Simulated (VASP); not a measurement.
# Rh in VASP: notebook

Rh is run at these levels: LDA; tasks: single point.

All numbers are computed with VASP 6.6.1; they aren't measurements. Logs are shortened: lines on timing, memory, paths and dates and some standing lists are left out, and cuts for length are marked.

## Step 1: The cell of the first run

The structure is cubic, space group Fm-3m (No. 225). The conventional cell has a = 3.898 Å, b = 3.898 Å, c = 3.898 Å, α = 90.00°, β = 90.00°, γ = 90.00°. Within 3.6 Å of Rh (site symmetry m-3m) lie 12 Rh at 2.76 Å.

## Step 2: Single point, LDA (strain +0.025 along x and y, +0.025 along z)

Contents of INCAR:

```
PREC = Accurate ; ENCUT = 520
EDIFF = 1E-6 ; ISMEAR = 0
SIGMA = 0.15 ; LREAL = F
LASPH = T ; NELM = 100
ALGO = Normal ; ISIF = 2
LWAVE = F ; LCHARG = T
GGA = CA ; LELF = T
LVHAR = T ; NBANDS = 14
```

Contents of KPOINTS:

```
regular mesh
0
Gamma
  22 22 22
```

Contents of POSCAR:

```
Rh
1.0
    0.0000000000      1.9490887500      1.9490887500
    1.9490887500      0.0000000000      1.9490887500
    1.9490887500      1.9490887500      0.0000000000
Rh
1
Direct
    0.0000000000      0.0000000000      0.0000000000
```

Potentials or basis: VASP PAW LDA potentials, release 64 (Rh_pv).

Launch:

```sh
$ cat potpaw_LDA.64/Rh_pv/POTCAR > POTCAR
$ mpirun -np 1 vasp_std > vasp.out
```

OUTCAR:

```text
PREC = Accurate
   ENCUT = 520
   EDIFF = 1E-6
   ISMEAR = 0
   LREAL = F
   LASPH = T
   NELM = 100
   ISIF = 2
   GGA = CA

 ion  position               nearest neighbor table
   1  0.000  0.000  0.000-

  LATTYP: Found a face centered cubic cell.
 ALAT       =     3.8981775000

  Lattice vectors:

 A1 = (   0.0000000000,   1.9490887500,   1.9490887500)
 A2 = (   1.9490887500,   0.0000000000,   1.9490887500)
 A3 = (   1.9490887500,   1.9490887500,   0.0000000000)

Analysis of symmetry for initial positions (statically):
=====================================================================
 Subroutine PRICEL returns:
 Original cell was already a primitive cell.

 Routine SETGRP: Setting up the symmetry group for a
 face centered cubic supercell.

 Subroutine GETGRP returns: Found 48 space group operations
 (whereof 48 operations were pure point group operations)
 out of a pool of 48 trial point group operations.

The static configuration has the point symmetry O_h .

Analysis of symmetry for dynamics (positions and initial velocities):
=====================================================================
 Subroutine PRICEL returns:
 Original cell was already a primitive cell.

 Routine SETGRP: Setting up the symmetry group for a
 face centered cubic supercell.

 Subroutine GETGRP returns: Found 48 space group operations
 (whereof 48 operations were pure point group operations)
 out of a pool of 48 trial point group operations.

The dynamic configuration has the point symmetry O_h .

 Subroutine INISYM returns: Found 48 space group operations
 (whereof 48 operations are pure point group operations),
 and found     1 'primitive' translations

----------------------------------------------------------------------------------------

                                     Primitive cell

  volume of cell :      14.8090

  direct lattice vectors                    reciprocal lattice vectors
     0.000000000  1.949088750  1.949088750    -0.256530135  0.256530135  0.256530135
     1.949088750  0.000000000  1.949088750     0.256530135 -0.256530135  0.256530135
     1.949088750  1.949088750  0.000000000     0.256530135  0.256530135 -0.256530135

  length of vectors
     2.756427745  2.756427745  2.756427745     0.444323227  0.444323227  0.444323227

  position of ions in fractional coordinates (direct lattice)
     0.000000000  0.000000000  0.000000000

  ion indices of the primitive-cell ions
   primitive index   ion index
                 1           1

[... 74 lines left out ...]
   NSW    =      0    number of steps for IOM
   IBRION =     -1    ionic relax: 0-MD 1-quasi-New 2-CG
   NFREE  =      0    steps in history (QN), initial steepest desc. (CG)
   ISIF   =      2    stress and relaxation
   ISYM   =      2    0-nonsym 1-usesym 2-fastsym
   POTIM  = 0.5000    time-step for ionic-motion
   TEBEG  =    0.0;   TEEND  =   0.0 temperature during run
   PSTRESS=    0.0 pullay stress
   NELECT =      15.0000    total number of electrons
   NUPDOWN=      -1.0000    fix difference up-down
   EMIN   =  10.00;   EMAX   =-10.00  energy-range for DOS
   EFERMI =   0.00;   METHOD = LEGACY
   ISMEAR =     0;   SIGMA  =   0.15  broadening in eV -4-tet -1-fermi 0-gaus
   EFERMI_NEDOS =   21; number of points for ismear=-14 and -15
   IALGO  =     38    algorithm
   IMIX   =      4    mixing-type and parameters
     AMIX     =   0.40;   BMIX     =  1.00
     AMIX_MAG =   1.60;   BMIX_MAG =  1.00
  volume/ion in A,a.u.               =      14.81        99.94
  Fermi-wavevector in a.u.,A,eV,Ry     =   1.644108  3.106913 36.777781  2.703091
  Thomas-Fermi vector in A             =   2.734129
   LORBIT       =      0    0 simple, 1 ext, 2 COOP (PROOUT), +10 PAW based schemes
   GGA     = CA    functional components
   LHFCALC =     F    Hartree Fock is set to
   AEXX    =    0.0000 exact exchange contribution
   IVDW    =     0    specifies the selected vdW correction
   LEPSILON=     F    determine dielectric tensor
   LRPA    =     F    only Hartree local field effects (RPA)
 non-spin polarized calculation
 Gauss-broadening in eV      SIGMA  =   0.15
  energy-cutoff  :      520.00
  volume of cell :       14.81
 maximum number of plane-waves:       411
 NGX is ok and might be reduce to    24
   NGX = 11   NGY = 11   NGZ = 11

 number of electron      15.0000000 magnetization

 Free energy of the ion-electron system (eV)
  ---------------------------------------------------
  ext. energy  EPLUGINS =         0.00000000
  ---------------------------------------------------
  free energy    TOTEN  =        -8.55053958 eV

  energy without entropy =       -8.53359419  energy(sigma->0) =       -8.54206688

 E-fermi :  10.3765     XC(G=0): -13.8841

 val. band max:       10.3762573757   @ k =   0.3636   0.0000   0.0000
 cond. band min:      10.3773193138   @ k =  -0.2727   0.3636   0.0909
 fundamental gap:      0.0010619381
 Fermi energy:        10.3765302087

 k-point     1 :       0.0000    0.0000    0.0000
  band No.  band energies     occupation
      1     -35.6591      2.00000
      2     -35.6591      2.00000
      3     -35.6591      2.00000
      4       2.8925      2.00000
      5       7.6085      2.00000
      6       7.6085      2.00000
      7       7.6085      2.00000
      8       9.5000      2.00000
      9       9.5000      2.00000
     10      26.3671      0.00000
     11      30.9299      0.00000
     12      31.3513      0.00000
     13      31.3513      0.00000
     14      31.3513      0.00000
[... 377 lines left out ...]
      1     -36.2253      2.00000
      2     -35.7488      2.00000
      3     -35.7399      2.00000
      4       4.8717      2.00000
      5       7.5233      2.00000
      6       7.6113      2.00000
      7      10.1838      1.93076
      8      10.8039      0.00006
      9      11.7923      0.00000
     10      18.4121      0.00000
     11      25.9762      0.00000
     12      30.4833      0.00000
     13      30.9323      0.00000
     14      30.9400      0.00000

 [... further k-points ...]
[... 5 lines left out ...]
  --------------------------------------------------------------------------------------
  -------------------------------------------------------------------------------------
  Total       -2.4226550     -2.4226550     -2.4226550      0.0000000      0.0000000      0.0000000
  in kB     -262.1062118   -262.1062118   -262.1062118      0.0000000      0.0000000      0.0000000
  external PRESSURE =    -262.1062118 kB  Pullay stress =       0.0000000 kB

 VOLUME and BASIS-vectors are now :
 -----------------------------------------------------------------------------
  energy-cutoff  :      520.00
  volume of cell :       14.81
      direct lattice vectors                 reciprocal lattice vectors
     0.000000000  1.949088750  1.949088750    -0.256530135  0.256530135  0.256530135
     1.949088750  0.000000000  1.949088750     0.256530135 -0.256530135  0.256530135
     1.949088750  1.949088750  0.000000000     0.256530135  0.256530135 -0.256530135

 POSITION                                       TOTAL-FORCE (eV/Angst)
 -----------------------------------------------------------------------------------
      0.00000      0.00000      0.00000         0.000000      0.000000      0.000000
 -----------------------------------------------------------------------------------
    total drift:                               -0.000000      0.000000      0.000000

  FREE ENERGIE OF THE ION-ELECTRON SYSTEM (eV)
  ---------------------------------------------------
  free  energy   TOTEN  =        -8.5505395753 eV

  energy  without entropy=       -8.5335941877  energy(sigma->0) =       -8.54206688
```

It took 97 s on 1 thread of Intel Xeon 8259CL, shared host; peak memory 0.18 GiB.

What came out:

- Free energy: -8.5505 eV
- Pressure: -26.2 GPa
- Band gap on the k mesh: zero (an odd number of electrons rules out a gap without spin polarisation)

Caveat: the cell differs from its parent crystal (strain +0.025 along x and y, +0.025 along z); the cell stands under tension.

## Step 3: Single point, LDA (strain +0.050 along x and y, +0.050 along z)

Contents of INCAR:

```
ALGO     = Normal         # electronic algorithm
EDIFF    = 1E-6           # SCF threshold, eV
ENCUT    = 520            # plane-wave cutoff, eV
ISIF     = 2              # what is computed and relaxed
ISMEAR   = 0              # smearing method
LASPH    = True           # aspherical terms in the spheres
LCHARG   = False          # write CHGCAR
LREAL    = False          # projectors in reciprocal space
LWAVE    = False          # write WAVECAR
NBANDS   = 14             # bands
NELM     = 80             # most SCF steps
PREC     = Accurate       # precision mode
SIGMA    = 0.15           # smearing width, eV
```

Contents of KPOINTS:

```
k-points
0
Gamma
  22 22 22
```

Contents of POSCAR:

```
Rh
1.0
    0.0000000000      1.9966275000      1.9966275000
    1.9966275000      0.0000000000      1.9966275000
    1.9966275000      1.9966275000      0.0000000000
Rh
1
Direct
    0.0000000000      0.0000000000      0.0000000000
```

Potentials or basis: VASP PAW LDA potentials, release 64 (Rh_pv).

Launch:

```sh
$ cat potpaw_LDA.64/Rh_pv/POTCAR > POTCAR
$ mpirun -np 1 vasp_std > vasp.out
```

It took 90 s on 1 thread of Intel Xeon 8259CL, shared host; peak memory 0.18 GiB.

The run converged. Its results:

| Item | Value |
| --- | --- |
| Free energy | -8.3327 eV |
| Pressure | -35.9 GPa |
| Band gap on the k mesh | zero (an odd number of electrons rules out a gap without spin polarisation) |

Levels at points of the mesh, in eV from the Fermi level:
```csv
k point,band 3,band 4,band 5,band 6,band 7,band 8,band 9,band 10,band 11,band 12
"(0.00, 0.00, 0.00)",-45.91,-6.98,-2.47,-2.47,-2.47,-0.78,-0.78,15.97,20.56,20.56
"(0.50, 0.00, 0.00)",-45.98,-5.03,-2.51,-2.51,0.44,0.44,0.89,7.21,15.44,19.77
"(0.50, 0.50, 0.00)",-46.08,-5.07,-4.78,0.43,0.76,0.76,3.08,10.50,12.36,12.36
```

Caveat: the cell differs from its parent crystal (strain +0.050 along x and y, +0.050 along z); the cell stands under tension.

## Step 4: Single point, LDA (strain -0.050 along x and y, +0.000 along z)

Contents of INCAR:

```
SYSTEM = Rh
  PREC = Accurate
  ENCUT = 520
  EDIFF = 1E-6
  ISMEAR = 0
  SIGMA = 0.15
  LREAL = .False.
  LASPH = .True.
  NELM = 100
  ALGO = Fast
  ISIF = 2
  LWAVE = .False.
  LCHARG = .False.
  NBANDS = 14
```

Contents of KPOINTS:

```
regular mesh
0
Gamma
  22 22 22
  0 0 0
```

Contents of POSCAR:

```
Rh
1.0
    0.0000000000      1.8064725000      1.9015500000
    1.8064725000      0.0000000000      1.9015500000
    1.8064725000      1.8064725000      0.0000000000
Rh
1
Direct
    0.0000000000      0.0000000000      0.0000000000
```

Launch:

```sh
$ cat potpaw_LDA.64/Rh_pv/POTCAR > POTCAR
$ mpirun -np 1 vasp_std > vasp.out
```

It took 3.2 min on 1 thread of Intel Xeon 8259CL, shared host; peak memory 0.23 GiB.

It converged, with:

| Quantity | Value |
| --- | --- |
| Free energy | -8.6054 eV |
| Pressure | 25.2 GPa |
| Band gap on the k mesh | zero (an odd number of electrons rules out a gap without spin polarisation) |

Stress tensor (GPa, compression positive):
```
30.99  0.00  0.00
 0.00 30.99  0.00
 0.00  0.00 13.57
```

Levels at points of the mesh, in eV from the Fermi level:
| k point | band 5 | band 6 | band 7 | band 8 | band 9 | band 10 |
| --- | --- | --- | --- | --- | --- | --- |
| (0.00, 0.00, 0.00) | -4.06 | -3.40 | -3.40 | -1.57 | -0.75 | 15.86 |
| (0.50, 0.00, 0.00) | -4.05 | -3.39 | 0.55 | 0.61 | 0.86 | 9.74 |
| (0.50, 0.50, 0.00) | -6.95 | 0.74 | 1.16 | 1.16 | 2.61 | 12.63 |
| (0.50, 0.00, 0.50) | -6.97 | 0.64 | 0.90 | 1.51 | 3.77 | 13.16 |

Caveat: the cell differs from its parent crystal (strain -0.050 along x and y, +0.000 along z); the stress differs along the axes, from 14 to 31 GPa.

## Step 5: Single point, LDA (strain -0.025 along x and y, -0.050 along z)

Contents of INCAR:

```
SYSTEM = Rh
  PREC = Accurate
  ENCUT = 520
  EDIFF = 1E-7
  ISMEAR = 0
  SIGMA = 0.15
  LREAL = .FALSE.
  LASPH = .TRUE.
  NELM = 100
  ALGO = Fast
  ISIF = 2
  LWAVE = .FALSE.
  LCHARG = .FALSE.
  GGA = CA
  NBANDS = 14
```

Contents of KPOINTS:

```
regular mesh
0
G
  22 22 22
  0 0 0
```

Contents of POSCAR:

```
Rh
1.0
    0.0000000000      1.8540112500      1.8064725000
    1.8540112500      0.0000000000      1.8064725000
    1.8540112500      1.8540112500      0.0000000000
Rh
1
Direct
    0.0000000000      0.0000000000      0.0000000000
```

Launch:

```sh
$ cat potpaw_LDA.64/Rh_pv/POTCAR > POTCAR
$ mpirun -np 1 vasp_std > vasp.out
```

Wall time 3.5 min (1 thread of Intel Xeon 8259CL, shared host); peak memory 0.24 GiB.

It converged, with:

* Free energy: -8.6239 eV
* Pressure: 24.7 GPa
* Band gap on the k mesh: zero (an odd number of electrons rules out a gap without spin polarisation)

Stress tensor (GPa, compression positive):
```
21.99  0.00  0.00
 0.00 21.99  0.00
 0.00  0.00 30.26
```

Levels at points of the mesh, in eV from the Fermi level:
| k point | band 4 | band 5 | band 6 | band 7 | band 8 | band 9 | band 10 | band 11 |
| --- | --- | --- | --- | --- | --- | --- | --- | --- |
| (0.00, 0.00, 0.00) | -8.79 | -3.74 | -3.74 | -3.42 | -1.35 | -0.95 | 15.82 | 20.07 |
| (0.50, 0.00, 0.00) | -7.07 | -3.90 | -3.55 | 0.61 | 0.61 | 0.79 | 9.72 | 15.36 |
| (0.50, 0.50, 0.00) | -7.39 | -7.00 | 0.67 | 1.21 | 1.21 | 3.77 | 13.49 | 13.49 |
| (0.50, 0.00, 0.50) | -7.37 | -6.96 | 0.69 | 1.04 | 1.32 | 3.17 | 13.37 | 13.79 |

Caveat: the cell differs from its parent crystal (strain -0.025 along x and y, -0.050 along z); the stress differs along the axes, from 22 to 30 GPa.

## Step 6: Summary

| cell | gap on the mesh (eV) | pressure (GPa) |
| --- | --- | --- |
| a = 2.756 Å, angles 60.0°, 1 atom | none | -26.2 |
| a = 2.824 Å, angles 60.0°, 1 atom | none | -35.9 |
| a = 2.623, b = 2.623, c = 2.555 Å, angles 60.9, 60.9, 58.3°, 1 atom | none | 25.2 |
| a = 2.589, b = 2.589, c = 2.622 Å, angles 59.6, 59.6, 60.9°, 1 atom | none | 24.7 |

Alike in all rows: task single point; level LDA; potentials or basis VASP PAW LDA potentials, release 64 (Rh_pv); no spin polarisation; k mesh 22 × 22 × 22; cutoff (eV) 520; smearing gaussian 0.15 eV.

Caveats: the cell stands under tension (at least some runs); the stress differs along the axes, from 14 to 31 GPa (at least some runs); the stress differs along the axes, from 22 to 30 GPa (at least some runs).

Total energies depend on the potentials used, so only differences within one code and one set of settings carry meaning.
